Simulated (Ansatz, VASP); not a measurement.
One calculation of Mg, two programs

```
Mg
1.0
     3.26389    0.00010   -0.00531
    -1.63186    2.77007    0.01133
    -0.00862    0.01627    5.27801
Mg
2
Cartesian
  -0.0191 1.8544 1.3557
  1.6292 0.9300 3.9745
```

Alike in both runs: task single point; functional r2SCAN; k mesh 7 × 7 × 4; no spin polarisation.

|  | VASP | Ansatz |
| --- | --- | --- |
| version | VASP 6.6.1 | Ansatz 0.2.0 |
| potentials or method | VASP PAW PBE potentials, release 64 (Mg), cutoff 520 eV | plane waves, PAW |
| occupations | fermi-dirac, width 0.1 eV | fermi-dirac |
| valence electrons in the cell | 4 | 20 |

|  | VASP | Ansatz | Ansatz less VASP |
| --- | --- | --- | --- |
| pressure (GPa) | -2.0 | -1.7 | +0.25 |
| traceless stress, the component that is largest in VASP (GPa) | 1.48 | 1.47 | -0.010 |
| rms of the force components (eV/Å) | 0.027 | 0.027 | +0.0003 |

VASP's potentials were made for PBE, not for r2SCAN. Atom by atom the forces differ by 0.000 eV/Å (rms over components). VASP's potentials hold 4 valence electrons a cell and Ansatz's 20, so a difference there can come from the potentials and not from the codes. Ansatz's warnings: stress scf threshold loose.
